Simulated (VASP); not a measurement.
BN (Qingsongite): single point with PBE

BN (Qingsongite):

```
B N
1.0
     0.00000    1.80895    1.80895
     1.80895    0.00000    1.80895
     1.80895    1.80895    0.00000
B N
1 1
Direct
  0.00000 0.00000 0.00000
  0.25000 0.25000 0.25000
```

```
Program             : VASP 6.6.1
Task                : single point
Functional          : PBE
Potentials or basis : VASP PAW PBE potentials, release 64 (B, N)
Cutoff              : 600 eV
k mesh              : 7 × 7 × 7
Occupations         : gaussian, width 0.01 eV
Spin                : no spin polarisation
```

| Item | Value |
| --- | --- |
| Pressure | 2.1 GPa |
| Band gap on the k mesh | 4.71 eV, indirect (least direct gap 8.81 eV) |

Levels at points of the mesh, in eV from the valence-band top:
| k point | band 2 | band 3 | band 4 | band 5 | band 6 | band 7 |
| --- | --- | --- | --- | --- | --- | --- |
| (0.00, 0.00, 0.00) | 0.00 | 0.00 | 0.00 | 8.81 | 8.81 | 8.81 |

Run time: 6.1 s on 1 thread of AMD EPYC 7R13, with other jobs on the host, peak memory 0.09 GiB.

Caveat: the k points lie up to 0.43 Å⁻¹ apart. As with any semilocal functional, this PBE gap is likely too small.
